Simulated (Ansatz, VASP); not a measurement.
SnSe in VASP and in Ansatz

```
Sn Se
1.0
     0.00000    3.03095    3.03095
     3.03095    0.00000    3.03095
     3.03095    3.03095    0.00000
Sn Se
1 1
Cartesian
  0.0000 0.0000 0.0000
  3.0309 3.0309 3.0309
```

Alike in both runs: functional PBE; k mesh 14 × 14 × 14; occupations fermi-dirac, width 0.1 eV; no spin polarisation.

Ansatz relaxed the structure, and its values are those at the end. VASP's run is a single point on that final structure, the one shown.

```csv
,VASP,Ansatz
version,VASP 6.6.1,Ansatz 0.2.0
potentials or method,"VASP PAW PBE potentials, release 64 (Sn_d, Se)","PAW with Ansatz's default frozen-core files, scalar-relativistic"
plane-wave cutoff (eV),520,420
valence electrons in the cell,20,30
```

```tsv
	VASP	Ansatz	Ansatz less VASP
pressure (GPa)	0.0	0.0	+0.02
```

VASP's potentials hold 20 valence electrons a cell and Ansatz's 30, so a difference there can come from the potentials and not from the codes.
